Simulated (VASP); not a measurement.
# Os in VASP: single point with PBE

Aim: the single point of Os with PBE.

Everything below comes from runs of VASP 6.6.1. Logs are shortened: lines on timing, memory, paths and dates and some standing lists are left out, and cuts for length are marked.

### 1 The cell of the first run

The cell holds a wire or tube with vacuum around it, 2 atoms: a = 11.200 Å, b = 9.300 Å, c = 2.570 Å, α = 90.00°, β = 90.00°, γ = 90.00°.

### 2 Single point, PBE, collinear spin

Input file INCAR:

```
SYSTEM = Os
  ALGO = Normal
  EDIFF = 1E-6
  ENCUT = 520
  GGA = PE
  ISIF = 2
  ISMEAR = 0
  ISPIN = 2
  LASPH = .TRUE.
  LCHARG = .FALSE.
  LMAXMIX = 4
  LORBIT = 11
  LREAL = .FALSE.
  LWAVE = .FALSE.
  MAGMOM = 1.5 1.5
  NBANDS = 19
  NELM = 150
  PREC = Accurate
  SIGMA = 0.05
```

Input file KPOINTS:

```
k-points
0
G
  1 1 25
  0 0 0
```

Input file POSCAR:

```
Os
1.0
   11.2000000000      0.0000000000      0.0000000000
    0.0000000000      9.3000000000      0.0000000000
    0.0000000000      0.0000000000      2.5702208194
Os
2
Direct
    0.4025775464      0.5000000000      0.0000000000
    0.5974224536      0.5000000000      0.5000000000
```

Potentials or basis: VASP PAW PBE potentials, release 64 (Os).

The run is started by

```console
> cat potpaw_PBE.64/Os/POTCAR > POTCAR
> mpirun -np 1 vasp_std > vasp.out
```

OUTCAR:

```text
SYSTEM = Os
   EDIFF = 1E-6
   ENCUT = 520
   GGA = PE
   ISIF = 2
   ISMEAR = 0
   ISPIN = 2
   LASPH = .TRUE.
   LORBIT = 11
   LREAL = .FALSE.
   NELM = 150
   PREC = Accurate

 ion  position               nearest neighbor table
   1  0.403  0.500  0.000-   2 2.53   2 2.53
   2  0.597  0.500  0.500-   1 2.53   1 2.53

  LATTYP: Found a simple orthorhombic cell.
 ALAT       =     2.5702208194
 B/A-ratio  =     3.6183661457
 C/A-ratio  =     4.3576022400

  Lattice vectors:

 A1 = (   0.0000000000,   0.0000000000,  -2.5702208194)
 A2 = (   0.0000000000,   9.3000000000,   0.0000000000)
 A3 = (  11.2000000000,   0.0000000000,   0.0000000000)

Analysis of symmetry for initial positions (statically):
=====================================================================
 Subroutine PRICEL returns:
 Original cell was already a primitive cell.

 Routine SETGRP: Setting up the symmetry group for a
 simple orthorhombic supercell.

 Subroutine GETGRP returns: Found  8 space group operations
 (whereof  4 operations were pure point group operations)
 out of a pool of  8 trial point group operations.

The static configuration has the point symmetry C_2v.
 The point group associated with its full space group is D_2h.

Analysis of symmetry for dynamics (positions and initial velocities):
=====================================================================
 Subroutine PRICEL returns:
 Original cell was already a primitive cell.

 Routine SETGRP: Setting up the symmetry group for a
 simple orthorhombic supercell.

 Subroutine GETGRP returns: Found  8 space group operations
 (whereof  4 operations were pure point group operations)
 out of a pool of  8 trial point group operations.

The dynamic configuration has the point symmetry C_2v.
 The point group associated with its full space group is D_2h.

Analysis of structural, dynamic, and magnetic symmetry:
=====================================================================
 Subroutine PRICEL returns:
 Original cell was already a primitive cell.

 Routine SETGRP: Setting up the symmetry group for a
 simple orthorhombic supercell.

 Subroutine GETGRP returns: Found  8 space group operations
 (whereof  4 operations were pure point group operations)
 out of a pool of  8 trial point group operations.

The overall configuration has the point symmetry C_2v.
 The point group associated with its full space group is D_2h.

 Subroutine INISYM returns: Found  8 space group operations
 (whereof  4 operations are pure point group operations),
[... 107 lines left out ...]
  Thomas-Fermi vector in A             =   1.705949
   LORBIT       =     11    0 simple, 1 ext, 2 COOP (PROOUT), +10 PAW based schemes
   GGA     = PE    functional components
   LHFCALC =     F    Hartree Fock is set to
   AEXX    =    0.0000 exact exchange contribution
   IVDW    =     0    specifies the selected vdW correction
   LEPSILON=     F    determine dielectric tensor
   LRPA    =     F    only Hartree local field effects (RPA)
 spin polarized calculation
 Gauss-broadening in eV      SIGMA  =   0.05
  energy-cutoff  :      520.00
  volume of cell :      267.71
 maximum number of plane-waves:      7236
 NGX is ok and might be reduce to    84
   NGX = 41   NGY = 35   NGZ =  9

 number of electron      16.0000000 magnetization       1.8476630

 Free energy of the ion-electron system (eV)
  ---------------------------------------------------
  ext. energy  EPLUGINS =         0.00000000
  ---------------------------------------------------
  free energy    TOTEN  =       -14.81494442 eV

  energy without entropy =      -14.80765291  energy(sigma->0) =      -14.81129867

 E-fermi :  -3.4584     XC(G=0):  -2.9661

 val. band max:       -3.4678242422   @ k =   0.0000   0.0000   0.0400
 cond. band min:      -3.4512557833   @ k =   0.0000   0.0000   0.4000
 fundamental gap:      0.0165684589
 Fermi energy:        -3.4584194737

 spin component 1

 k-point     1 :       0.0000    0.0000    0.0000
  band No.  band energies     occupation
      1     -10.0052      1.00000
      2      -9.4235      1.00000
      3      -6.6942      1.00000
      4      -6.1407      1.00000
      5      -5.9087      1.00000
      6      -4.6767      1.00000
[... 262 lines left out ...]
      5      -4.0363      1.00000
      6      -3.9575      1.00000
[... 11 lines left out ...]
     18       6.6746      0.00000
     19       6.7741      0.00000
 Fermi energy:        -3.4584194737

 spin component 2

 k-point     1 :       0.0000    0.0000    0.0000
  band No.  band energies     occupation
      1      -9.8070      1.00000
      2      -9.2050      1.00000
      3      -6.2449      1.00000
      4      -5.7374      1.00000
      5      -5.0335      1.00000
      6      -4.0698      1.00000
[... 263 lines left out ...]
      6      -3.1999      0.00000
[... 11 lines left out ...]
     18       6.7797      0.00000
     19       6.8993      0.00000

------------------------ aborting loop because EDIFF is reached ----------------------------------------

  FORCE on cell =-STRESS in cart. coord.  units (eV):
  Direction    XX          YY          ZZ          XY          YZ          ZX
  --------------------------------------------------------------------------------------
  -------------------------------------------------------------------------------------
  Total       -4.3564552     -0.0618415     -5.8728509      0.0000000      0.0000000      0.0000000
  in kB      -26.0718849     -0.3701000    -35.1469908      0.0000000      0.0000000      0.0000000
  external PRESSURE =     -20.5296585 kB  Pullay stress =       0.0000000 kB

 VOLUME and BASIS-vectors are now :
 -----------------------------------------------------------------------------
  energy-cutoff  :      520.00
  volume of cell :      267.71
      direct lattice vectors                 reciprocal lattice vectors
    11.200000000  0.000000000  0.000000000     0.089285714  0.000000000  0.000000000
     0.000000000  9.300000000  0.000000000     0.000000000  0.107526882  0.000000000
     0.000000000  0.000000000  2.570220819     0.000000000  0.000000000  0.389071629

 POSITION                                       TOTAL-FORCE (eV/Angst)
 -----------------------------------------------------------------------------------
      4.50887      4.65000      0.00000         1.991180      0.000000      0.000000
      6.69113      4.65000      1.28511        -1.991180      0.000000      0.000000
 -----------------------------------------------------------------------------------
    total drift:                                0.000000      0.000000      0.000000

  FREE ENERGIE OF THE ION-ELECTRON SYSTEM (eV)
  ---------------------------------------------------
  free  energy   TOTEN  =       -14.8149444208 eV

  energy  without entropy=      -14.8076529132  energy(sigma->0) =      -14.81129867

 total charge

# of ion       s       p       d       tot
------------------------------------------
    1        0.707   0.341   5.888   6.936
    2        0.707   0.341   5.888   6.936
--------------------------------------------------
tot          1.414   0.682  11.777  13.872

 magnetization (x)

# of ion       s       p       d       tot
------------------------------------------
    1        0.055   0.022   0.702   0.779
    2        0.055   0.022   0.702   0.779
--------------------------------------------------
tot          0.109   0.044   1.405   1.558
```

OSZICAR:

```text
N       E                     dE             d eps       ncg     rms          rms(c)
DAV:   1     0.853103742269E+02    0.85310E+02   -0.44923E+03   988   0.564E+02
DAV:   2    -0.285352450647E+01   -0.88164E+02   -0.75553E+02  1362   0.132E+02
[... 14 lines left out ...]
DAV:  17    -0.148154808558E+02   -0.28179E-03   -0.13246E-04  1035   0.547E-02    0.417E-02
DAV:  18    -0.148156047413E+02   -0.12389E-03   -0.15239E-05  1101   0.210E-02    0.415E-02
DAV:  19    -0.148153534732E+02    0.25127E-03   -0.50598E-05  1021   0.399E-02    0.407E-02
DAV:  20    -0.148149648677E+02    0.38861E-03   -0.22158E-04  1038   0.804E-02    0.382E-02
DAV:  21    -0.148149436787E+02    0.21189E-04   -0.10128E-05  1091   0.200E-02    0.379E-02
DAV:  22    -0.148149444208E+02   -0.74209E-06   -0.88486E-08   837   0.186E-03
   1 F= -.14814944E+02 E0= -.14811299E+02  d E =-.729151E-02  mag=     1.8476
```

Wall time 1.7 min (1 thread of AMD EPYC 9R45 (Zen 5), shared host); peak memory 0.42 GiB.

Results:

```
Free energy                                           : -14.8149 eV
Largest force                                         : 1.991 eV/Å
Net moment                                            : 1.85 μB per cell
Site moments                                          : Os +0.78 μB
Valence electrons inside the program's atomic spheres : Os 6.94
```

Forces on the atoms (eV/Å):
```
Os   1.991  0.000  0.000
Os  -1.991  0.000  0.000
```

Caveat: spin-orbit coupling is left out, which moves the levels of the heavy elements.
